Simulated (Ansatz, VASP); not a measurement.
One calculation of SrTiO3, two programs

```
Sr Ti O
1.0
     3.90685    0.00000    0.00000
     0.00000    3.90685    0.00000
     0.00000    0.00000    3.90685
Sr Ti O
1 1 3
Direct
  0.00000 0.00000 0.00000
  0.50000 0.50000 0.50000
  0.50000 0.00000 0.50000
  0.50000 0.50000 0.00000
  0.00000 0.50000 0.50000
```

Alike in both runs: task single point; functional PBE; k mesh 4 × 4 × 4; no spin polarisation.

|  | VASP | Ansatz |
| --- | --- | --- |
| version | VASP 6.6.1 | Ansatz 0.2.0 |
| potentials or method | VASP PAW PBE potentials, release 64 (Sr_sv, Ti_sv, O) | plane waves |
| plane-wave cutoff (eV) | 520 | 420 |
| occupations | gaussian, width 0.01 eV | fixed |
| valence electrons in the cell | 40 | 40 |

```tsv
	VASP	Ansatz	Ansatz less VASP
gap on the k mesh at the Fermi level (eV)	1.83	1.87	+0.031
pressure (GPa)	4.7	4.1	-0.64
```
